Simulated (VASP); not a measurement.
# MnS (F-43m) in VASP: notebook, part 2 of 3

VASP 6.6.1.

### Step 3. Single point, LDA (volume scaled by 1.02)

Input file INCAR:

```
ALGO = Normal
EDIFF = 1E-6
ENCUT = 520
GGA = CA
ISIF = 2
ISMEAR = 0
LASPH = True
LCHARG = True
LELF = True
LREAL = False
LVHAR = True
LWAVE = False
NBANDS = 16
NELM = 100
PREC = Accurate
SIGMA = 0.2
```

Input file KPOINTS:

```
k-points
0
Gamma
  14 14 14
```

Input file POSCAR:

```
MnS
1.0
    0.0000000000      2.4506076538      2.4506076538
    2.4506076538      0.0000000000      2.4506076538
    2.4506076538      2.4506076538      0.0000000000
Mn S
1 1
Direct
    0.0000000000      0.0000000000      0.0000000000
    0.7500000000      0.7500000000      0.7500000000
```

Potentials or basis: VASP PAW LDA potentials, release 64 (Mn_pv, S).

The run is started by

```
$ cat potpaw_LDA.64/Mn_pv/POTCAR potpaw_LDA.64/S/POTCAR > POTCAR
$ mpirun -np 1 vasp_std > vasp.out
```

OUTCAR:

```text
EDIFF = 1E-6
   ENCUT = 520
   GGA = CA
   ISIF = 2
   ISMEAR = 0
   LASPH = True
   LREAL = False
   NELM = 100
   PREC = Accurate

 ion  position               nearest neighbor table
   1  0.000  0.000  0.000-   2 2.12   2 2.12   2 2.12   2 2.12
   2  0.750  0.750  0.750-   1 2.12   1 2.12   1 2.12   1 2.12

  LATTYP: Found a face centered cubic cell.
 ALAT       =     4.9012153076

  Lattice vectors:

 A1 = (   0.0000000000,   2.4506076538,   2.4506076538)
 A2 = (   2.4506076538,   0.0000000000,   2.4506076538)
 A3 = (   2.4506076538,   2.4506076538,   0.0000000000)

Analysis of symmetry for initial positions (statically):
=====================================================================
 Subroutine PRICEL returns:
 Original cell was already a primitive cell.

 Routine SETGRP: Setting up the symmetry group for a
 face centered cubic supercell.

 Subroutine GETGRP returns: Found 24 space group operations
 (whereof 24 operations were pure point group operations)
 out of a pool of 48 trial point group operations.

The static configuration has the point symmetry T_d .

Analysis of symmetry for dynamics (positions and initial velocities):
=====================================================================
 Subroutine PRICEL returns:
 Original cell was already a primitive cell.

 Routine SETGRP: Setting up the symmetry group for a
 face centered cubic supercell.

 Subroutine GETGRP returns: Found 24 space group operations
 (whereof 24 operations were pure point group operations)
 out of a pool of 48 trial point group operations.

The dynamic configuration has the point symmetry T_d .

 Subroutine INISYM returns: Found 24 space group operations
 (whereof 24 operations are pure point group operations),
 and found     1 'primitive' translations

----------------------------------------------------------------------------------------

                                     Primitive cell

  volume of cell :      29.4341

  direct lattice vectors                    reciprocal lattice vectors
     0.000000000  2.450607654  2.450607654    -0.204031028  0.204031028  0.204031028
     2.450607654  0.000000000  2.450607654     0.204031028 -0.204031028  0.204031028
     2.450607654  2.450607654  0.000000000     0.204031028  0.204031028 -0.204031028

  length of vectors
     3.465682580  3.465682580  3.465682580     0.353392108  0.353392108  0.353392108

  position of ions in fractional coordinates (direct lattice)
     0.000000000  0.000000000  0.000000000
     0.750000000  0.750000000  0.750000000

  ion indices of the primitive-cell ions
   primitive index   ion index
                 1           1
                 2           2

----------------------------------------------------------------------------------------

 KPOINTS: k-points

Automatic generation of k-mesh.
 Grid dimensions read from file:
 generate k-points for:   14   14   14

 Generating k-lattice:

  Cartesian coordinates                     Fractional coordinates (reciprocal lattice)
    -0.014573645  0.014573645  0.014573645     0.071428571  0.000000000  0.000000000
     0.014573645 -0.014573645  0.014573645     0.000000000  0.071428571  0.000000000
     0.014573645  0.014573645 -0.014573645     0.000000000  0.000000000  0.071428571

  Length of vectors
     0.025242293  0.025242293  0.025242293

  Shift w.r.t. Gamma in fractional coordinates (k-lattice)
     0.000000000  0.000000000  0.000000000

 Subroutine IBZKPT returns following result:
 ===========================================

 Found    104 irreducible k-points:

 Following reciprocal coordinates:
            Coordinates               Weight
  0.000000  0.000000  0.000000      1.000000
  0.071429  0.000000  0.000000      8.000000
  0.142857  0.000000  0.000000      8.000000
  0.214286  0.000000  0.000000      8.000000
  0.285714  0.000000  0.000000      8.000000
  0.357143  0.000000  0.000000      8.000000
[... 16 lines left out ...]
  0.214286  0.142857  0.000000     24.000000
  0.285714  0.142857  0.000000     24.000000
 [... further k-points ...]
   k-points           NKPTS =    104   k-points in BZ     NKDIM =    104   number of bands    NBANDS=     16
   number of dos      NEDOS =    301   number of ions     NIONS =      2
   total plane-waves  NPLWV =  21952
   dimension x,y,z NGX =    28 NGY =   28 NGZ =   28
   dimension x,y,z NGXF=    56 NGYF=   56 NGZF=   56
   ions per type =               1   1
   NGX,Y,Z   is equivalent  to a cutoff of  13.43, 13.43, 13.43 a.u.
   NGXF,Y,Z  is equivalent  to a cutoff of  26.86, 26.86, 26.86 a.u.
 SYSTEM =  unknown system
   PREC   = accura    normal or accurate (medium, high low for compatibility)
   ISTART =      0    job   : 0-new  1-cont  2-samecut
   ICHARG =      2    charge: 1-file 2-atom 10-const
   ISPIN  =      1    spin polarized calculation?
   LNONCOLLINEAR =      F non collinear calculations
   LSORBIT =      F    spin-orbit coupling
   LASPH  =      T    aspherical Exc in radial PAW
   ENCUT  =  520.0 eV  38.22 Ry    6.18 a.u.   6.44  6.44  6.44*2*pi/ulx,y,z
   NELM   =    100;   NELMIN=  2; NELMDL= -5     # of ELM steps
   EDIFF  = 0.1E-05   stopping-criterion for ELM
   LREAL  =      F    real-space projection
   EDIFFG = 0.1E-04   stopping-criterion for IOM
   NSW    =      0    number of steps for IOM
   IBRION =     -1    ionic relax: 0-MD 1-quasi-New 2-CG
   NFREE  =      0    steps in history (QN), initial steepest desc. (CG)
   ISIF   =      2    stress and relaxation
   ISYM   =      2    0-nonsym 1-usesym 2-fastsym
   POTIM  = 0.5000    time-step for ionic-motion
   TEBEG  =    0.0;   TEEND  =   0.0 temperature during run
   PSTRESS=    0.0 pullay stress
   NELECT =      19.0000    total number of electrons
   NUPDOWN=      -1.0000    fix difference up-down
   EMIN   =  10.00;   EMAX   =-10.00  energy-range for DOS
   EFERMI =   0.00;   METHOD = LEGACY
   ISMEAR =     0;   SIGMA  =   0.20  broadening in eV -4-tet -1-fermi 0-gaus
   EFERMI_NEDOS =   21; number of points for ismear=-14 and -15
   IALGO  =     38    algorithm
   IMIX   =      4    mixing-type and parameters
     AMIX     =   0.40;   BMIX     =  1.00
     AMIX_MAG =   1.60;   BMIX_MAG =  1.00
  volume/ion in A,a.u.               =      14.72        99.32
  Fermi-wavevector in a.u.,A,eV,Ry     =   1.414845  2.673670 27.235963  2.001787
  Thomas-Fermi vector in A             =   2.536345
   LORBIT       =      0    0 simple, 1 ext, 2 COOP (PROOUT), +10 PAW based schemes
   GGA     = CA    functional components
   LHFCALC =     F    Hartree Fock is set to
   AEXX    =    0.0000 exact exchange contribution
   IVDW    =     0    specifies the selected vdW correction
   LEPSILON=     F    determine dielectric tensor
   LRPA    =     F    only Hartree local field effects (RPA)
 non-spin polarized calculation
 Gauss-broadening in eV      SIGMA  =   0.20
  energy-cutoff  :      520.00
  volume of cell :       29.43
 maximum number of plane-waves:       821
 NGX is ok and might be reduce to    28
   NGX = 13   NGY = 13   NGZ = 13

 number of electron      18.9999994 magnetization

 Free energy of the ion-electron system (eV)
  ---------------------------------------------------
  ext. energy  EPLUGINS =         0.00000000
  ---------------------------------------------------
  free energy    TOTEN  =       -15.60957397 eV

  energy without entropy =      -15.56276820  energy(sigma->0) =      -15.58617108

 E-fermi :   7.5372     XC(G=0): -11.6895

 val. band max:        7.5224708881   @ k =  -0.2857   0.2143   0.0714
 cond. band min:       7.5542812872   @ k =  -0.3571   0.0714   0.0000
 fundamental gap:      0.0318103992
 Fermi energy:         7.5371558446

 k-point     1 :       0.0000    0.0000    0.0000
  band No.  band energies     occupation
      1     -39.7547      2.00000
      2     -39.7547      2.00000
      3     -39.7547      2.00000
      4      -7.7927      2.00000
      5       2.7630      2.00000
      6       2.7630      2.00000
[... 8 lines left out ...]
     15      15.5586      0.00000
     16      15.5586      0.00000

 k-point     2 :       0.0714    0.0000    0.0000
  band No.  band energies     occupation
      1     -39.7562      2.00000
      2     -39.7549      2.00000
      3     -39.7549      2.00000
      4      -7.7358      2.00000
      5       2.6559      2.00000
      6       2.7831      2.00000
[... 8 lines left out ...]
     15      15.6805      0.00000
     16      15.6805      0.00000
[... 387 lines left out ...]
      5       2.0286      2.00000
      6       2.9036      2.00000
[... 8 lines left out ...]
     15      16.7018      0.00000
     16      16.9587      0.00000

 k-point    24 :       0.2857    0.1429    0.0000
  band No.  band energies     occupation
      1     -39.7702      2.00000
      2     -39.7591      2.00000
      3     -39.7588      2.00000
      4      -7.0557      2.00000
      5       1.7163      2.00000
      6       2.9333      2.00000
[... 8 lines left out ...]
     15      16.4684      0.00000
     16      17.2371      0.00000

 [... further k-points ...]
[... 5 lines left out ...]
  --------------------------------------------------------------------------------------
  -------------------------------------------------------------------------------------
  Total       -0.5230328     -0.5230328     -0.5230328      0.0000000      0.0000000      0.0000000
  in kB      -28.4700473    -28.4700473    -28.4700473      0.0000000      0.0000000      0.0000000
  external PRESSURE =     -28.4700473 kB  Pullay stress =       0.0000000 kB

 VOLUME and BASIS-vectors are now :
 -----------------------------------------------------------------------------
  energy-cutoff  :      520.00
  volume of cell :       29.43
      direct lattice vectors                 reciprocal lattice vectors
     0.000000000  2.450607654  2.450607654    -0.204031028  0.204031028  0.204031028
     2.450607654  0.000000000  2.450607654     0.204031028 -0.204031028  0.204031028
     2.450607654  2.450607654  0.000000000     0.204031028  0.204031028 -0.204031028

 POSITION                                       TOTAL-FORCE (eV/Angst)
 -----------------------------------------------------------------------------------
      0.00000      0.00000      0.00000         0.000000      0.000000      0.000000
      3.67591      3.67591      3.67591        -0.000000     -0.000000     -0.000000
 -----------------------------------------------------------------------------------
    total drift:                               -0.000000     -0.000000     -0.000001

  FREE ENERGIE OF THE ION-ELECTRON SYSTEM (eV)
  ---------------------------------------------------
  free  energy   TOTEN  =       -15.6095739704 eV

  energy  without entropy=      -15.5627681976  energy(sigma->0) =      -15.58617108
```

OSZICAR:

```text
N       E                     dE             d eps       ncg     rms          rms(c)
DAV:   1     0.146994039362E+03    0.14699E+03   -0.10627E+04  3328   0.127E+03
DAV:   2    -0.108942318145E+02   -0.15789E+03   -0.15232E+03  3824   0.341E+02
DAV:   3    -0.170834569971E+02   -0.61892E+01   -0.61548E+01  4024   0.748E+01
DAV:   4    -0.171552739252E+02   -0.71817E-01   -0.71807E-01  3912   0.836E+00
DAV:   5    -0.171566602419E+02   -0.13863E-02   -0.13863E-02  3920   0.118E+00    0.166E+01
DAV:   6    -0.174129294467E+02   -0.25627E+00   -0.19535E+01  3336   0.552E+01    0.126E+01
DAV:   7    -0.156570877585E+02    0.17558E+01   -0.73884E+00  3328   0.372E+01    0.535E+00
DAV:   8    -0.156103865606E+02    0.46701E-01   -0.23508E-01  3424   0.545E+00    0.548E-01
DAV:   9    -0.156096698599E+02    0.71670E-03   -0.16655E-02  3968   0.128E+00    0.242E-01
DAV:  10    -0.156095795468E+02    0.90313E-04   -0.41221E-04  3728   0.169E-01    0.175E-01
DAV:  11    -0.156095794727E+02    0.74118E-07   -0.10062E-04  4176   0.115E-01    0.253E-02
DAV:  12    -0.156095743252E+02    0.51475E-05   -0.24451E-05  4040   0.644E-02    0.191E-02
DAV:  13    -0.156095739704E+02    0.35476E-06   -0.30921E-06  3360   0.190E-02
   1 F= -.15609574E+02 E0= -.15586171E+02  d E =-.468058E-01
```

Run time: 43 s. Hardware: 1 thread of Intel Xeon Platinum 8488C (Sapphire Rapids), shared host; peak memory 0.17 GiB.

Results:

```
Free energy : -15.6096 eV
Pressure    : -2.8 GPa
```

Levels at points of the mesh, in eV from the Fermi level:
| k point | band 7 | band 8 | band 9 | band 10 | band 11 | band 12 |
| --- | --- | --- | --- | --- | --- | --- |
| (0.00, 0.00, 0.00) | -4.77 | -0.77 | -0.77 | 3.85 | 3.85 | 3.85 |
| (0.50, 0.00, 0.00) | -4.46 | -0.51 | -0.51 | -0.37 | 2.00 | 2.00 |
| (0.50, 0.50, 0.00) | -4.04 | -1.86 | -0.15 | -0.07 | 0.23 | 0.23 |

Caveat: the cell differs from its parent crystal (volume scaled by 1.02); the run has no spin polarisation, though such a crystal can be magnetic; semilocal functionals often make such compounds metallic where correlation or magnetic order opens a gap, which also shifts bond lengths.

### Step 4. Single point, LDA

This run uses another cell than the first one, of 12.82 Å³/atom, 0.907 times its volume.

Input file INCAR:

```
SYSTEM = MnS
PREC     = Accurate       ! precision mode
ENCUT    = 520            ! plane-wave cutoff, eV
EDIFF    = 1E-7           ! SCF threshold, eV
ISMEAR   = 0              ! smearing method
SIGMA    = 0.2            ! smearing width, eV
LREAL    = .False.        ! projectors in reciprocal space
LASPH    = .True.         ! aspherical terms in the spheres
NELM     = 100            ! most SCF steps
ALGO     = Normal         ! electronic algorithm
ISIF     = 2              ! what is computed and relaxed
LWAVE    = .False.        ! write WAVECAR
LCHARG   = .True.         ! write CHGCAR
GGA      = CA             ! functional
LELF     = .True.         ! ELF
LVHAR    = .True.       
NBANDS   = 16             ! bands
```

Input file KPOINTS:

```
Automatic mesh
0
Gamma
  16 16 16
  0 0 0
```

Input file POSCAR:

```
MnS
1.0
    0.0000000000      2.3405416383      2.3405416383
    2.3405416383      0.0000000000      2.3405416383
    2.3405416383      2.3405416383      0.0000000000
Mn S
1 1
Direct
    0.0000000000      0.0000000000      0.0000000000
    0.7500000000      0.7500000000      0.7500000000
```

Potentials or basis: VASP PAW LDA potentials, release 64 (Mn_pv, S).

The run is started by

```
$ cat potpaw_LDA.64/Mn_pv/POTCAR potpaw_LDA.64/S/POTCAR > POTCAR
$ mpirun -np 1 vasp_std > vasp.out
```

OUTCAR:

```text
SYSTEM = MnS
   PREC = Accurate
   ENCUT = 520
   EDIFF = 1E-7
   ISMEAR = 0
   LREAL = .False.
   LASPH = .True.
   NELM = 100
   ISIF = 2
   GGA = CA

 ion  position               nearest neighbor table
   1  0.000  0.000  0.000-   2 2.03   2 2.03   2 2.03   2 2.03
   2  0.750  0.750  0.750-   1 2.03   1 2.03   1 2.03   1 2.03

  LATTYP: Found a face centered cubic cell.
 ALAT       =     4.6810832766

  Lattice vectors:

 A1 = (   0.0000000000,   2.3405416383,   2.3405416383)
 A2 = (   2.3405416383,   0.0000000000,   2.3405416383)
 A3 = (   2.3405416383,   2.3405416383,   0.0000000000)

Analysis of symmetry for initial positions (statically):
=====================================================================
 Subroutine PRICEL returns:
 Original cell was already a primitive cell.

 Routine SETGRP: Setting up the symmetry group for a
 face centered cubic supercell.

 Subroutine GETGRP returns: Found 24 space group operations
 (whereof 24 operations were pure point group operations)
 out of a pool of 48 trial point group operations.

[... 157 lines left out ...]
  ext. energy  EPLUGINS =         0.00000000
  ---------------------------------------------------
  free energy    TOTEN  =       -15.38095223 eV

  energy without entropy =      -15.34109494  energy(sigma->0) =      -15.36102358

 E-fermi :   9.2750     XC(G=0): -12.3941

 val. band max:        9.2684366167   @ k =  -0.2500   0.3750   0.1250
 cond. band min:       9.2770803093   @ k =   0.4375   0.3125   0.0000
 fundamental gap:      0.0086436926
 Fermi energy:         9.2750072632

 k-point     1 :       0.0000    0.0000    0.0000
  band No.  band energies     occupation
      1     -38.0189      2.00000
      2     -38.0189      2.00000
      3     -38.0189      2.00000
      4      -6.8270      2.00000
      5       3.9706      2.00000
      6       3.9706      2.00000
[... 433 lines left out ...]
      3     -38.0195      2.00000
      4      -6.6844      2.00000
      5       3.7569      2.00000
      6       4.0139      2.00000
[... 8 lines left out ...]
     15      18.0414      0.00000
     16      18.2556      0.00000

 [... further k-points ...]
[... 5 lines left out ...]
  --------------------------------------------------------------------------------------
  -------------------------------------------------------------------------------------
  Total        4.0507472      4.0507472      4.0507472      0.0000000     -0.0000000      0.0000000
  in kB      253.0851200    253.0851200    253.0851200      0.0000000     -0.0000000      0.0000000
  external PRESSURE =     253.0851200 kB  Pullay stress =       0.0000000 kB

 VOLUME and BASIS-vectors are now :
 -----------------------------------------------------------------------------
  energy-cutoff  :      520.00
  volume of cell :       25.64
      direct lattice vectors                 reciprocal lattice vectors
     0.000000000  2.340541638  2.340541638    -0.213625766  0.213625766  0.213625766
     2.340541638  0.000000000  2.340541638     0.213625766 -0.213625766  0.213625766
     2.340541638  2.340541638  0.000000000     0.213625766  0.213625766 -0.213625766

 POSITION                                       TOTAL-FORCE (eV/Angst)
 -----------------------------------------------------------------------------------
      0.00000      0.00000      0.00000         0.000000      0.000000      0.000000
      3.51081      3.51081      3.51081        -0.000000     -0.000000     -0.000000
 -----------------------------------------------------------------------------------
    total drift:                               -0.000001     -0.000001     -0.000001

  FREE ENERGIE OF THE ION-ELECTRON SYSTEM (eV)
  ---------------------------------------------------
  free  energy   TOTEN  =       -15.3809522320 eV

  energy  without entropy=      -15.3410949357  energy(sigma->0) =      -15.36102358
```

It took 57 s on 1 thread of Intel Xeon Platinum 8488C (Sapphire Rapids), shared host; peak memory 0.18 GiB.

Results:

```
Free energy : -15.3810 eV
Pressure    : 25.3 GPa
```

Caveat: the run has no spin polarisation, though such a crystal can be magnetic; semilocal functionals often make such compounds metallic where correlation or magnetic order opens a gap, which also shifts bond lengths. With open d or f shells a metallic result of LDA can be an artefact of self-interaction; +U or a hybrid may open a gap.

### Step 5. Single point, LDA, collinear spin, ferromagnetic start

This run uses another cell than the first one, of 14.43 Å³/atom, 1.020 times its volume.

Input file INCAR:

```
PREC = Accurate ; ENCUT = 520
EDIFF = 1E-6 ; ISMEAR = 0
SIGMA = 0.2 ; LREAL = F
LASPH = T ; NELM = 150
ALGO = Normal ; ISIF = 2
LWAVE = F ; LCHARG = F
ISPIN = 2 ; MAGMOM = -0.13 0
LORBIT = 11 ; LMAXMIX = 4
GGA = CA ; NBANDS = 20
```

Input file KPOINTS:

```
Automatic mesh
0
Gamma
  14 14 14
```

Input file POSCAR:

```
MnS
1.0
    0.0000000000      2.4344847682      2.4344847682
    2.4344847682      0.0000000000      2.4344847682
    2.4344847682      2.4344847682      0.0000000000
Mn S
1 1
Direct
    0.0000000000      0.0000000000      0.0000000000
    0.7500000000      0.7500000000      0.7500000000
```

The run is started by

```
$ cat potpaw_LDA.64/Mn_pv/POTCAR potpaw_LDA.64/S/POTCAR > POTCAR
$ mpirun -np 1 vasp_std > vasp.out
```

It took 90 s on 1 thread of Intel Xeon Platinum 8488C (Sapphire Rapids), shared host; peak memory 0.21 GiB.

The run converged. Its results:

```
Free energy                                           : -15.6141 eV
Pressure                                              : 0.4 GPa
Net moment                                            : -0.01 μB per cell
Valence electrons inside the program's atomic spheres : Mn 12.16; S 3.75
```

Levels at points of the mesh, in eV from the Fermi level:
Spin up:
| k point | band 6 | band 7 | band 8 | band 9 | band 10 | band 11 | band 12 | band 13 |
| --- | --- | --- | --- | --- | --- | --- | --- | --- |
| (0.00, 0.00, 0.00) | -4.85 | -4.85 | -0.80 | -0.80 | 3.97 | 3.97 | 3.97 | 4.02 |
| (0.50, 0.00, 0.00) | -4.52 | -4.52 | -0.53 | -0.53 | -0.37 | 2.06 | 2.06 | 5.64 |
| (0.50, 0.50, 0.00) | -4.07 | -4.07 | -1.92 | -0.14 | -0.07 | 0.23 | 0.23 | 5.82 |
Spin down:
| k point | band 7 | band 8 | band 9 | band 10 | band 11 | band 12 |
| --- | --- | --- | --- | --- | --- | --- |
| (0.00, 0.00, 0.00) | -4.85 | -0.80 | -0.80 | 3.97 | 3.97 | 3.97 |
| (0.50, 0.00, 0.00) | -4.52 | -0.53 | -0.53 | -0.37 | 2.06 | 2.06 |
| (0.50, 0.50, 0.00) | -4.07 | -1.93 | -0.15 | -0.07 | 0.23 | 0.23 |

Caveat: semilocal functionals often make such compounds metallic where correlation or magnetic order opens a gap, which also shifts bond lengths. With open d or f shells a metallic result of LDA can be an artefact of self-interaction; +U or a hybrid may open a gap.

[end of part 2 of 3]
